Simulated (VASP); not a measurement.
A run of VASP 6.6.1:

The input INCAR:

```
SYSTEM = Sr
PREC = Accurate ; ENCUT = 520
EDIFF = 1E-6 ; ISMEAR = 1
SIGMA = 0.1 ; LREAL = .FALSE.
LASPH = .TRUE. ; NELM = 100
ALGO = Normal ; ISIF = 2
LWAVE = .FALSE. ; LCHARG = .FALSE.
GGA = PS ; NBANDS = 17
```

KPOINTS

```
regular mesh
0
G
  3 3 3
  0 0 0
```

POSCAR

```
Sr
1.0
   -3.7063582800      3.7063582800      2.0208764700
    3.7063582800     -3.7063582800      2.0208764700
    3.7063582800      3.7063582800     -2.0208764700
Sr
2
Direct
    0.7500000000      0.2500000000      0.5000000000
    0.0000000000      0.0000000000      0.0000000000
```

Potentials or basis: VASP PAW PBE potentials, release 64 (Sr_sv).

The run is started by

```bash
$ cat potpaw_PBE.64/Sr_sv/POTCAR > POTCAR
$ mpirun -np 1 vasp_std > vasp.out
```

Hardware: 1 thread of Intel(R) Xeon(R) Platinum 8259CL CPU @ 2.50GHz (Skylake/Cascade Lake), on a shared host.

**Question.** Estimate the wall time of this run.

**Answer.** Wall time 14 s on 1 thread of Intel(R) Xeon(R) Platinum 8259CL CPU @ 2.50GHz (Skylake/Cascade Lake), with other jobs on the host, peak memory 0.24 GiB. Counts: scf iterations 11, k points 6.
